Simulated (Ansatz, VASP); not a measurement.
**CdIr: VASP beside Ansatz**

INCAR

```
PREC     = Accurate       # precision mode
ENCUT    = 520            # plane-wave cutoff, eV
EDIFF    = 1E-6           # SCF threshold, eV
ISMEAR   = 0              # smearing method
SIGMA    = 0.1            # smearing width, eV
LREAL    = False          # projectors in reciprocal space
LASPH    = True           # aspherical terms in the spheres
NELM     = 80             # most SCF steps
ALGO     = Normal         # electronic algorithm
ISIF     = 2              # what is computed and relaxed
LWAVE    = False          # write WAVECAR
LCHARG   = False          # write CHGCAR
GGA      = PE             # functional
NBANDS   = 40             # bands
```

The input KPOINTS:

```
Automatic mesh
0
Gamma
  6 6 4
```

Contents of POSCAR:

```
CdIr
1.0
    5.3452985478      0.0000000000      0.0000000000
   -2.6726492739      4.6291643332      0.0000000000
    0.0000000000      0.0000000000      4.3126840556
Cd Ir
3 3
Direct
    0.5000000000      0.0000000000      0.0000000000
    0.5000000000      0.5000000000      0.0000000000
    0.0000000000      0.5000000000      0.0000000000
    0.0000000000      0.0000000000      0.0000000000
    0.3333333333      0.6666666667      0.5000000000
    0.6666666667      0.3333333333      0.5000000000
```

Input for Ansatz:

```yaml
crystal:
  lattice:
    - [5.3452985478, 0.0, 0.0]
    - [-2.6726492739, 4.6291643332, 0.0]
    - [0.0, 0.0, 4.3126840556]
  atoms:
    - { symbol: Cd, position: [0.5, 0.0, 0.0] }
    - { symbol: Cd, position: [0.5, 0.5, 0.0] }
    - { symbol: Cd, position: [0.0, 0.5, 0.0] }
    - { symbol: Ir, position: [0.0, 0.0, 0.0] }
    - { symbol: Ir, position: [0.3333333333, 0.6666666667, 0.5] }
    - { symbol: Ir, position: [0.6666666667, 0.3333333333, 0.5] }
basis:
  ecutwfc: 420
kpoints:
  mp_grid: { grid: [6, 6, 4] }
hamiltonian:
  xc: pbe
scf:
  occupations: { method: gaussian, width: 0.1 }
  lower_state_search: "off"
output:
  forces: true
  stress: true
  eigenvalues: true
```

Alike in both runs: task single point; functional PBE; k mesh 6 × 6 × 4; occupations gaussian, width 0.1 eV; no spin polarisation.

|  | VASP | Ansatz |
| --- | --- | --- |
| version | VASP 6.6.1 | Ansatz 0.2.0 |
| potentials or method | VASP PAW PBE potentials, release 64 (Cd, Ir), cutoff 520 eV | scalar-relativistic, plane waves, PAW |
| valence electrons in the cell | 63 | 111 |

|  | VASP | Ansatz | Ansatz less VASP |
| --- | --- | --- | --- |
| gap on the k mesh at the Fermi level (eV) | none | none | - |
| pressure (GPa) | 22.6 | 20.6 | -1.95 |
| traceless stress, the component that is largest in VASP (GPa) | 2.36 | 2.36 | +0.003 |

A gap of «none» marks a metal or a gap that the smearing closes. VASP's potentials hold 63 valence electrons a cell and Ansatz's 111, so a difference there can come from the potentials and not from the codes.

The k mesh is coarse, so the values compare programs but aren't converged. Neither program's run includes spin-orbit coupling.
